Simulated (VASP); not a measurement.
Wanted: the native input for a VASP 6.6.1 run.

```
Task                   : single point
Functional             : PBE
Dispersion             : D3(BJ)
Potentials or basis    : VASP PAW PBE potentials, release 64 (Cu)
Cutoff                 : 520 eV
k mesh                 : 6 × 6 × 1
Occupations            : gaussian, width 0.1 eV
Spin                   : no spin polarisation
Dipole correction      : yes
Further INCAR settings : ALGO = Normal; EDIFF = 1e-07; NBANDS = 78
```

The structure of Cu lies in POSCAR:

```
Cu
1.0
    5.0378287988      0.0000000000      0.0000000000
   -2.5189143994      4.3628877197      0.0000000000
    0.0000000000      0.0000000000     21.2210741096
Cu
12
Direct
    0.3333333333      0.1666666667      0.1884918727
    0.3333333333      0.6666666667      0.1884918727
    0.8333333333      0.1666666667      0.1884918727
    0.8333333333      0.6666666667      0.1884918727
    0.1666666667      0.3333333333      0.2855897429
    0.1666666667      0.8333333333      0.2855897429
    0.6666666667      0.3333333333      0.2855897429
    0.6666666667      0.8333333333      0.2855897429
    0.0000000000      0.0000000000      0.3826891168
    0.0000000000      0.5000000000      0.3826891168
    0.5000000000      0.0000000000      0.3826891168
    0.5000000000      0.5000000000      0.3826891168
```

One way to write it, as run:

INCAR

```
SYSTEM = Cu
  PREC = Accurate
  ENCUT = 520
  EDIFF = 1E-7
  ISMEAR = 0
  SIGMA = 0.1
  LREAL = .FALSE.
  LASPH = .TRUE.
  NELM = 80
  ALGO = Normal
  ISIF = 2
  LWAVE = .FALSE.
  LCHARG = .TRUE.
  LDIPOL = .TRUE.
  IDIPOL = 3
  DIPOL = 0.5 0.5 0.286
  GGA = PE
  IVDW = 12
  LELF = .TRUE.
  LVHAR = .TRUE.
  LVACPOTAV = .TRUE.
  NBANDS = 78
```

KPOINTS

```
Automatic mesh
0
G
  6 6 1
  0 0 0
```

Potentials or basis: VASP PAW PBE potentials, release 64 (Cu).

The run is started by

```console
$ cat potpaw_PBE.64/Cu/POTCAR > POTCAR
$ mpirun -np 1 vasp_std > vasp.out
```

Results of the run:

The largest force is 0.054 eV/Å, the band gap on the k mesh is zero (band 66 reaches -0.94 eV, above the bottom of band 67 at -1.35 eV) and the dispersion energy per atom is -0.396 eV.

Wall time 16 min on 1 thread of Oxide Virtual Turin-like Processor, on a shared host, peak memory 0.59 GiB.
